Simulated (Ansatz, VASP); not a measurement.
## Two plane-wave programs on BaS

```
Ba S
1.0
     0.00000    3.32150    2.93825
     3.32150    0.00000    2.93825
     3.32150    3.32150    0.00000
Ba S
1 1
Direct
  0.00000 0.00000 0.00000
  0.50000 0.50000 0.50000
```

Change from the starting cell: strain +0.040 along x and y, -0.080 along z, atoms carried along.

Alike in both runs: task single point; functional r2SCAN; k mesh 6 × 6 × 6; occupations gaussian, width 0.05 eV; no spin polarisation.

```csv
,VASP,Ansatz
version,VASP 6.6.1,Ansatz 0.2.0
potentials or method,"VASP PAW PBE potentials, release 64 (Ba_sv, S), cutoff 520 eV","scalar-relativistic, plane waves, PAW"
valence electrons in the cell,16,16
```

Ansatz gave:

```
gap on the k mesh at the Fermi level (eV)                     : 2.06
least direct gap on the mesh (eV)                             : 2.26
pressure (GPa)                                                : 3.1
traceless stress, the component that is largest in VASP (GPa) : 9.53
```

Which values does VASP return?

gap on the k mesh at the Fermi level (eV): 1.93; least direct gap on the mesh (eV): 2.18; pressure (GPa): 3.8; traceless stress, the component that is largest in VASP (GPa): 10.37.

VASP's potentials were made for PBE, not for r2SCAN.

Spin-orbit coupling is off throughout.
